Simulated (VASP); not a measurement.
Si2Mo (MoSi2 type), 3 atoms in the cell. It takes space group I4/mmm (No. 139, tetragonal). The conventional cell has a = 3.190 Å, b = 3.190 Å, c = 7.820 Å, α = 90.00°, β = 90.00°, γ = 90.00°. Within 3.4 Å of Mo (site symmetry 4/mmm) lie 10 Si at 2.60 to 2.62 Å and 4 Mo at 3.19 Å. Within 3.4 Å of Si (site symmetry 4mm) lie 9 Si at 2.58 to 3.19 Å and 5 Mo at 2.60 to 2.62 Å. 

- Program: VASP 6.6.1
- Task: single point
- Functional: PBEsol
- Potentials or basis: VASP PAW PBE potentials, release 64 (Mo_sv, Si)
- Cutoff: 520 eV
- k mesh: 14 × 14 × 14
- Occupations: fermi-dirac, width 0.05 eV
- Spin: no spin polarisation
- Dipole correction: no
- Further INCAR settings: ALGO = Normal; EDIFF = 1e-06; NBANDS = 18

Potentials or basis: VASP PAW PBE potentials, release 64 (Mo_sv, Si).

Command:

```sh
$ cat potpaw_PBE.64/Mo_sv/POTCAR potpaw_PBE.64/Si/POTCAR > POTCAR
$ mpirun -np 1 vasp_std > vasp.out
```

Hardware: 1 thread of Intel(R) Xeon(R) Platinum 8375C CPU @ 2.90GHz (Ice Lake), with other jobs on the host.

Problem. How long does it take, and how much memory?

Solution. Wall time 4.7 min on 1 thread of Intel(R) Xeon(R) Platinum 8375C CPU @ 2.90GHz (Ice Lake) (shared host), peak memory 0.32 GiB. Counts: scf iterations 13, k points 244.
